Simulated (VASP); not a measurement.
# LiF: single point with r2SCAN

LiF:

```
Li F
1.0
     0.00000    2.01400    2.01400
     2.24058    0.00000    2.01400
     2.24058    2.01400    0.00000
Li F
1 1
Direct
  0.00000 0.00000 0.00000
  0.50000 0.50000 0.50000
```

This cell differs from its parent crystal: strain +0.1125 x Voigt [1, 0, 0, 0, 0, 0].

```json
{
  "Program": "VASP 6.6.1",
  "Task": "single point",
  "Functional": "r2SCAN",
  "Potentials or basis": "VASP PAW PBE potentials, release 64 (Li_sv, F_h)",
  "Cutoff": "1490 eV",
  "k mesh": "10 × 10 × 10",
  "Occupations": "gaussian, width 0.05 eV",
  "Spin": "no spin polarisation",
  "Dipole correction": "no",
  "Further INCAR settings": "ALGO = Normal; EDIFF = 1e-06; NBANDS = 12"
}
```

| Quantity | Value |
| --- | --- |
| Pressure | -7.7 GPa |
| Band gap on the k mesh | 9.17 eV |

Stress tensor (GPa, compression positive):
```
-9.59  0.00  0.00
 0.00 -6.79  0.00
 0.00  0.00 -6.79
```

Levels at points of the mesh, in eV from the valence-band top:
```tsv
k point	band 1	band 2	band 3	band 4	band 5	band 6	band 7	band 8	band 9	band 10
(0.00, 0.00, 0.00)	-42.33	-20.91	-0.15	-0.15	0.00	9.17	22.98	24.00	24.80	24.80
(0.50, 0.00, 0.00)	-42.29	-20.58	-2.26	-0.39	-0.19	11.19	16.70	18.69	20.48	29.23
(0.50, 0.50, 0.00)	-42.28	-20.34	-2.65	-1.33	-0.74	15.62	16.52	17.78	19.40	20.90
(0.00, 0.50, 0.50)	-42.29	-20.46	-2.67	-0.77	-0.77	13.79	17.65	17.85	21.62	21.62
```

Wall time 2.1 min on 1 thread of Intel(R) Xeon(R) 6975P-C (Granite Rapids) (shared host), peak memory 0.29 GiB.

Caveat: the cell differs from its parent crystal (strain +0.1125 x Voigt [1, 0, 0, 0, 0, 0]); the cell stands under tension; the PAW data sets were made with another functional, which shifts forces and pressure a little. A k mesh can miss the band edges.
